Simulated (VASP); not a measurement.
# WSe2 in VASP: further runs

The runs below take WSe2 through single point, with LDA.

Everything below comes from runs of VASP 6.6.1. Logs are shortened: lines on timing, memory, paths and dates and some standing lists are left out, and cuts for length are marked.

**1. The cell of the first run**

The cell holds a slab with vacuum, 3 atoms: a = 3.291 Å, b = 3.291 Å, c = 16.660 Å, α = 90.00°, β = 90.00°, γ = 120.00°.

**2. Single point, LDA**

INCAR reads:

```
SYSTEM = WSe2
PREC     = Accurate       ! precision mode
ENCUT    = 500            ! plane-wave cutoff, eV
EDIFF    = 1E-6           ! SCF threshold, eV
ISMEAR   = 0              ! smearing method
SIGMA    = 0.05           ! smearing width, eV
LREAL    = .False.        ! projectors in reciprocal space
LASPH    = .True.         ! aspherical terms in the spheres
NELM     = 120            ! most SCF steps
ALGO     = Normal         ! electronic algorithm
ISIF     = 2              ! what is computed and relaxed
LWAVE    = .False.        ! write WAVECAR
LCHARG   = .False.        ! write CHGCAR
NBANDS   = 20             ! bands
GGA_COMPAT= .False.
```

KPOINTS reads:

```
regular mesh
0
Gamma
  9 9 2
  0 0 0
```

POSCAR reads:

```
WSe2
1.0
    3.2905780679      0.0000000000      0.0000000000
   -1.6452890339      2.8497241999      0.0000000000
    0.0000000000      0.0000000000     16.6603124568
W Se
1 2
Direct
    0.0000000000      0.0000000000     -0.0030940386
    0.3333333333      0.6666666667      0.1035294014
    0.3333333333      0.6666666667      0.9036733446
```

Potentials or basis: VASP PAW LDA potentials, release 64 (W_sv, Se).

Launch:

```
$ cat potpaw_LDA.64/W_sv/POTCAR potpaw_LDA.64/Se/POTCAR > POTCAR
$ mpirun -np 1 vasp_std > vasp.out
```

OUTCAR:

```text
SYSTEM = WSe2
   PREC = Accurate
   ENCUT = 500
   EDIFF = 1E-6
   ISMEAR = 0
   LREAL = .False.
   LASPH = .True.
   NELM = 120
   ISIF = 2

 ion  position               nearest neighbor table
   1  0.000  0.000  0.997-   3 2.45   3 2.45   3 2.45   2 2.60   2 2.60   2 2.60
   2  0.333  0.667  0.104-   1 2.60   1 2.60   1 2.60
   3  0.333  0.667  0.904-   1 2.45   1 2.45   1 2.45

  LATTYP: Found a hexagonal cell.
 ALAT       =     3.2905780679
 C/A-ratio  =     5.0630351607

  Lattice vectors:

 A1 = (   3.2905780679,   0.0000000000,   0.0000000000)
 A2 = (  -1.6452890339,   2.8497241999,   0.0000000000)
 A3 = (   0.0000000000,   0.0000000000,  16.6603124568)

Analysis of symmetry for initial positions (statically):
=====================================================================
 Subroutine PRICEL returns:
 Original cell was already a primitive cell.

 Routine SETGRP: Setting up the symmetry group for a
 hexagonal supercell.

 Subroutine GETGRP returns: Found  6 space group operations
 (whereof  6 operations were pure point group operations)
 out of a pool of 24 trial point group operations.

The static configuration has the point symmetry C_3v.

Analysis of symmetry for dynamics (positions and initial velocities):
=====================================================================
 Subroutine PRICEL returns:
 Original cell was already a primitive cell.

 Routine SETGRP: Setting up the symmetry group for a
 hexagonal supercell.

 Subroutine GETGRP returns: Found  6 space group operations
 (whereof  6 operations were pure point group operations)
 out of a pool of 24 trial point group operations.

The dynamic configuration has the point symmetry C_3v.

 Subroutine INISYM returns: Found  6 space group operations
 (whereof  6 operations are pure point group operations),
 and found     1 'primitive' translations

----------------------------------------------------------------------------------------

                                     Primitive cell

  volume of cell :     156.2277

  direct lattice vectors                    reciprocal lattice vectors
     3.290578068  0.000000000  0.000000000     0.303897972  0.175455576  0.000000000
    -1.645289034  2.849724200  0.000000000     0.000000000  0.350911151  0.000000000
     0.000000000  0.000000000 16.660312457     0.000000000  0.000000000  0.060022884

  length of vectors
     3.290578068  3.290578068 16.660312457     0.350911151  0.350911151  0.060022884

  position of ions in fractional coordinates (direct lattice)
     0.000000000  0.000000000  0.996905961
     0.333333333  0.666666667  0.103529401
     0.333333333  0.666666667  0.903673345

  ion indices of the primitive-cell ions
   primitive index   ion index
                 1           1
                 2           2
                 3           3

----------------------------------------------------------------------------------------

 KPOINTS: regular mesh

Automatic generation of k-mesh.
 Grid dimensions read from file:
 generate k-points for:    9    9    2

 Generating k-lattice:

  Cartesian coordinates                     Fractional coordinates (reciprocal lattice)
     0.033766441  0.019495064  0.000000000     0.111111111  0.000000000  0.000000000
     0.000000000  0.038990128  0.000000000     0.000000000  0.111111111  0.000000000
     0.000000000  0.000000000  0.030011442     0.000000000  0.000000000  0.500000000

  Length of vectors
     0.038990128  0.038990128  0.030011442

  Shift w.r.t. Gamma in fractional coordinates (k-lattice)
     0.000000000  0.000000000  0.000000000

 Subroutine IBZKPT returns following result:
 ===========================================

 Found     24 irreducible k-points:

 Following reciprocal coordinates:
            Coordinates               Weight
  0.000000  0.000000  0.000000      1.000000
  0.111111  0.000000  0.000000      6.000000
  0.222222  0.000000  0.000000      6.000000
  0.333333  0.000000  0.000000      6.000000
  0.444444  0.000000  0.000000      6.000000
  0.111111  0.111111  0.000000      6.000000
[... 16 lines left out ...]
  0.333333  0.222222  0.500000     12.000000
  0.333333  0.333333  0.500000      2.000000
   k-points           NKPTS =     24   k-points in BZ     NKDIM =     24   number of bands    NBANDS=     20
   number of dos      NEDOS =    301   number of ions     NIONS =      3
   total plane-waves  NPLWV =  72576
   dimension x,y,z NGX =    24 NGY =   24 NGZ =  126
   dimension x,y,z NGXF=    48 NGYF=   48 NGZF=  252
   ions per type =               1   2
   NGX,Y,Z   is equivalent  to a cutoff of  12.13, 12.13, 12.57 a.u.
   NGXF,Y,Z  is equivalent  to a cutoff of  24.25, 24.25, 25.15 a.u.
 SYSTEM =  WSe2
   PREC   = accura    normal or accurate (medium, high low for compatibility)
   ISTART =      0    job   : 0-new  1-cont  2-samecut
   ICHARG =      2    charge: 1-file 2-atom 10-const
   ISPIN  =      1    spin polarized calculation?
   LNONCOLLINEAR =      F non collinear calculations
   LSORBIT =      F    spin-orbit coupling
   LASPH  =      T    aspherical Exc in radial PAW
   ENCUT  =  500.0 eV  36.75 Ry    6.06 a.u.   6.00  6.00 30.38*2*pi/ulx,y,z
   NELM   =    120;   NELMIN=  2; NELMDL= -5     # of ELM steps
   EDIFF  = 0.1E-05   stopping-criterion for ELM
   LREAL  =      F    real-space projection
   EDIFFG = 0.1E-04   stopping-criterion for IOM
   NSW    =      0    number of steps for IOM
   IBRION =     -1    ionic relax: 0-MD 1-quasi-New 2-CG
   NFREE  =      0    steps in history (QN), initial steepest desc. (CG)
   ISIF   =      2    stress and relaxation
   ISYM   =      2    0-nonsym 1-usesym 2-fastsym
   POTIM  = 0.5000    time-step for ionic-motion
   TEBEG  =    0.0;   TEEND  =   0.0 temperature during run
   PSTRESS=    0.0 pullay stress
   NELECT =      26.0000    total number of electrons
   NUPDOWN=      -1.0000    fix difference up-down
   EMIN   =  10.00;   EMAX   =-10.00  energy-range for DOS
   EFERMI =   0.00;   METHOD = LEGACY
   ISMEAR =     0;   SIGMA  =   0.05  broadening in eV -4-tet -1-fermi 0-gaus
   EFERMI_NEDOS =   21; number of points for ismear=-14 and -15
   IALGO  =     38    algorithm
   IMIX   =      4    mixing-type and parameters
     AMIX     =   0.40;   BMIX     =  1.00
     AMIX_MAG =   1.60;   BMIX_MAG =  1.00
  volume/ion in A,a.u.               =      52.08       351.43
  Fermi-wavevector in a.u.,A,eV,Ry     =   0.900492  1.701683 11.032773  0.810886
  Thomas-Fermi vector in A             =   2.023456
   LORBIT       =      0    0 simple, 1 ext, 2 COOP (PROOUT), +10 PAW based schemes
   GGA     = CA    functional components
   LHFCALC =     F    Hartree Fock is set to
   AEXX    =    0.0000 exact exchange contribution
   IVDW    =     0    specifies the selected vdW correction
   LEPSILON=     F    determine dielectric tensor
   LRPA    =     F    only Hartree local field effects (RPA)
 non-spin polarized calculation
 Gauss-broadening in eV      SIGMA  =   0.05
  energy-cutoff  :      500.00
  volume of cell :      156.23
 maximum number of plane-waves:      4038
 NGX is ok and might be reduce to    24
   NGX = 11   NGY = 11   NGZ = 61

 number of electron      25.9999996 magnetization

 Free energy of the ion-electron system (eV)
  ---------------------------------------------------
  ext. energy  EPLUGINS =         0.00000000
  ---------------------------------------------------
  free energy    TOTEN  =       -23.93029107 eV

  energy without entropy =      -23.93029107  energy(sigma->0) =      -23.93029107

 E-fermi :  -0.7867     XC(G=0):  -4.9012

 val. band max:       -1.0654779918   @ k =   0.3333   0.3333   0.0000
 cond. band min:       0.5462346230   @ k =   0.3333   0.3333   0.5000
 fundamental gap:      1.6117126148
 Fermi energy:        -0.7867457854

 k-point     1 :       0.0000    0.0000    0.0000
  band No.  band energies     occupation
      1     -74.5446      2.00000
      2     -39.0636      2.00000
      3     -38.9269      2.00000
      4     -38.9269      2.00000
      5     -15.8290      2.00000
      6     -14.4924      2.00000
[... 12 lines left out ...]
     19       4.1703      0.00000
     20       4.3852      0.00000

 k-point     2 :       0.1111    0.0000    0.0000
  band No.  band energies     occupation
      1     -74.5433      2.00000
      2     -39.0582      2.00000
      3     -38.9554      2.00000
      4     -38.9335      2.00000
      5     -15.6458      2.00000
      6     -14.3995      2.00000
[... 12 lines left out ...]
     19       4.4220      0.00000
     20       4.9521      0.00000

 k-point     3 :       0.2222    0.0000    0.0000
  band No.  band energies     occupation
      1     -74.5401      2.00000
      2     -39.0455      2.00000
      3     -39.0261      2.00000
      4     -38.9504      2.00000
      5     -15.1444      2.00000
      6     -14.1426      2.00000
[... 12 lines left out ...]
     19       5.0651      0.00000
     20       5.7600      0.00000

 k-point     4 :       0.3333    0.0000    0.0000
  band No.  band energies     occupation
      1     -74.5365      2.00000
      2     -39.1082      2.00000
      3     -39.0280      2.00000
      4     -38.9695      2.00000
      5     -14.4884      2.00000
      6     -13.7945      2.00000
[... 12 lines left out ...]
     19       5.6571      0.00000
     20       5.8522      0.00000

 k-point     5 :       0.4444    0.0000    0.0000
  band No.  band energies     occupation
      1     -74.5341      2.00000
      2     -39.1599      2.00000
      3     -39.0178      2.00000
      4     -38.9819      2.00000
      5     -14.0012      2.00000
      6     -13.4979      2.00000
[... 12 lines left out ...]
     19       6.0027      0.00000
     20       6.1211      0.00000
[... 353 lines left out ...]
      6     -13.4016      2.00000
[... 12 lines left out ...]
     19       6.6446      0.00000
     20       7.0141      0.00000

 k-point    22 :       0.2222    0.2222    0.5000
  band No.  band energies     occupation
      1     -74.5349      2.00000
      2     -39.1128      2.00000
      3     -39.0212      2.00000
      4     -39.0089      2.00000
      5     -14.1801      2.00000
      6     -13.6055      2.00000
[... 12 lines left out ...]
     19       6.2304      0.00000
     20       6.4045      0.00000

 k-point    23 :       0.3333    0.2222    0.5000
  band No.  band energies     occupation
      1     -74.5331      2.00000
      2     -39.1316      2.00000
      3     -39.0398      2.00000
      4     -39.0133      2.00000
      5     -13.8080      2.00000
      6     -13.3385      2.00000
[... 12 lines left out ...]
     19       6.5207      0.00000
     20       7.2687      0.00000

 k-point    24 :       0.3333    0.3333    0.5000
  band No.  band energies     occupation
      1     -74.5325      2.00000
      2     -39.1079      2.00000
      3     -39.0809      2.00000
      4     -39.0106      2.00000
      5     -13.6855      2.00000
      6     -13.2277      2.00000
[... 12 lines left out ...]
     19       5.4923      0.00000
     20       7.6880      0.00000

------------------------ aborting loop because EDIFF is reached ----------------------------------------

  FORCE on cell =-STRESS in cart. coord.  units (eV):
  Direction    XX          YY          ZZ          XY          YZ          ZX
  --------------------------------------------------------------------------------------
  -------------------------------------------------------------------------------------
  Total       -0.8517051     -0.8517051     -0.3286446     -0.0000000      0.0000000     -0.0000000
  in kB       -8.7345728     -8.7345728     -3.3703799     -0.0000000      0.0000000     -0.0000000
  external PRESSURE =      -6.9465085 kB  Pullay stress =       0.0000000 kB

 VOLUME and BASIS-vectors are now :
 -----------------------------------------------------------------------------
  energy-cutoff  :      500.00
  volume of cell :      156.23
      direct lattice vectors                 reciprocal lattice vectors
     3.290578068  0.000000000  0.000000000     0.303897972  0.175455576  0.000000000
    -1.645289034  2.849724200  0.000000000     0.000000000  0.350911151  0.000000000
     0.000000000  0.000000000 16.660312457     0.000000000  0.000000000  0.060022884

 POSITION                                       TOTAL-FORCE (eV/Angst)
 -----------------------------------------------------------------------------------
      0.00000      0.00000     16.60876        -0.000000     -0.000000      3.217194
     -0.00000      1.89982      1.72483         0.000000     -0.000000     -1.595538
     -0.00000      1.89982     15.05548         0.000000      0.000000     -1.621656
 -----------------------------------------------------------------------------------
    total drift:                               -0.000000      0.000000      0.000460

  FREE ENERGIE OF THE ION-ELECTRON SYSTEM (eV)
  ---------------------------------------------------
  free  energy   TOTEN  =       -23.9302910738 eV

  energy  without entropy=      -23.9302910738  energy(sigma->0) =      -23.93029107
```

Run time: 70 s. Hardware: 1 thread of Intel Xeon Platinum 8488C (Sapphire Rapids), shared host; peak memory 0.24 GiB.

What came out:

```
Free energy            : -23.9303 eV
Largest force          : 3.217 eV/Å
Band gap on the k mesh : 1.61 eV, direct
```

Forces on the atoms (eV/Å):
```
W    0.000  0.000  3.217
Se   0.000  0.000 -1.596
Se   0.000  0.000 -1.622
```

Caveat: spin-orbit coupling is left out, which moves the levels of the heavy elements.

**3. Single point, LDA**

INCAR reads:

```
PREC = Accurate
ENCUT = 500
EDIFF = 1E-6
ISMEAR = 0
SIGMA = 0.05
LREAL = False
LASPH = True
NELM = 120
ALGO = Normal
ISIF = 2
LWAVE = False
LCHARG = False
GGA = CA
NBANDS = 20
GGA_COMPAT = False
```

KPOINTS reads:

```
regular mesh
0
Gamma
  9 9 2
```

POSCAR reads:

```
WSe2
1.0
    3.2905780679      0.0000000000      0.0000000000
   -1.6452890339      2.8497241999      0.0000000000
    0.0000000000      0.0000000000     16.6603124568
W Se
1 2
Direct
    0.0000000000      0.0000000000     -0.0010313462
    0.3333333333      0.6666666667      0.1011284861
    0.3333333333      0.6666666667      0.9012724293
```

Potentials or basis: VASP PAW LDA potentials, release 64 (W_sv, Se).

Launch:

```
$ cat potpaw_LDA.64/W_sv/POTCAR potpaw_LDA.64/Se/POTCAR > POTCAR
$ mpirun -np 1 vasp_std > vasp.out
```

It took 68 s on 1 thread of Intel Xeon Platinum 8488C (Sapphire Rapids), shared host; peak memory 0.24 GiB.

It converged, with:

```yaml
Free_energy: -24.0901 eV
Largest_force: 1.077 eV/Å
Band_gap_on_the_k_mesh: 1.61 eV, direct
```

Forces on the atoms (eV/Å):
```
W    0.000  0.000  1.077
Se   0.000  0.000 -0.711
Se   0.000  0.000 -0.366
```

Levels at points of the mesh, in eV from the valence-band top:
```tsv
k point	band 10	band 11	band 12	band 13	band 14	band 15	band 16	band 17
(0.00, 0.00, 0.00)	-2.15	-1.20	-1.20	-0.30	2.97	2.97	3.28	3.28
(0.00, 0.00, 0.50)	-2.15	-1.20	-1.20	-0.30	2.97	2.97	3.28	3.28
```

Caveat: spin-orbit coupling is left out, which moves the levels of the heavy elements.
